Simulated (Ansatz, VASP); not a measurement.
One calculation of Si, two programs

```
Si
1.0
     0.00000    2.77309    2.70097
     2.77309    0.00000    2.70097
     2.77309    2.77309    0.00000
Si
2
Direct
  0.50444 0.49556 0.49556
  0.74556 0.75444 0.75444
```

Change from the starting cell: mode 4 frozen in at -0.024 Å, equal normal strain along x and y +0.0267.

Alike in both runs: task single point; functional LDA; k mesh 12 × 12 × 12; occupations gaussian, width 0.05 eV; no spin polarisation.

|  | VASP | Ansatz |
| --- | --- | --- |
| version | VASP 6.6.1 | Ansatz 0.2.0 |
| potentials or method | VASP PAW LDA potentials, release 64 (Si), cutoff 520 eV | scalar-relativistic, plane waves, PAW |
| valence electrons in the cell | 8 | 8 |

```tsv
	VASP	Ansatz	Ansatz less VASP
gap on the k mesh at the Fermi level (eV)	0.09	0.09	0.000
least direct gap on the mesh (eV)	2.07	2.07	+0.001
pressure (GPa)	-4.5	-4.5	-0.03
traceless stress, the component that is largest in VASP (GPa)	1.64	1.64	-0.001
rms of the force components (eV/Å)	0.347	0.347	+0.0002
```

LDA's correlation is that of Perdew and Zunger in VASP and of Perdew and Wang (1992) in Ansatz. Atom by atom the forces differ by 0.000 eV/Å (rms over components).
